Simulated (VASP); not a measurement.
**AlAs (lda): single point with LDA**

Crystal: AlAs (lda).

```xyz
2
Lattice="0.0000 2.8145 2.8145 2.8145 0.0000 2.8145 2.8145 2.8145 0.0000" Properties=species:S:1:pos:R:3 pbc="T T T"
Al    0.0000    0.0000    0.0000
As    1.4073    1.4073    1.4073
```

```json
{
  "Program": "VASP 6.6.1",
  "Task": "single point",
  "Functional": "LDA",
  "Potentials or basis": "VASP PAW LDA potentials, release 64 (Al, As)",
  "Cutoff": "500 eV",
  "k mesh": "8 × 8 × 8",
  "Occupations": "gaussian, width 0.01 eV",
  "Spin": "no spin polarisation"
}
```

| Quantity | Value |
| --- | --- |
| Pressure | 0.4 GPa |
| Band gap on the k mesh | 1.31 eV, indirect (least direct gap 2.02 eV) |

Levels at points of the mesh, in eV from the valence-band top:
```tsv
k point	band 1	band 2	band 3	band 4	band 5	band 6	band 7	band 8
(0.00, 0.00, 0.00)	-11.99	0.00	0.00	0.00	2.02	4.27	4.27	4.27
(0.50, 0.00, 0.00)	-10.53	-5.67	-0.84	-0.84	2.09	4.65	4.65	7.62
(0.50, 0.50, 0.00)	-9.97	-5.51	-2.22	-2.22	1.31	2.20	10.33	10.33
```

Wall time 22 s on 1 thread of AMD EPYC 7R13, on a shared host, peak memory 0.12 GiB.

A k mesh can miss the band edges. A hybrid or GW would open this gap; LDA tends to underestimate it.
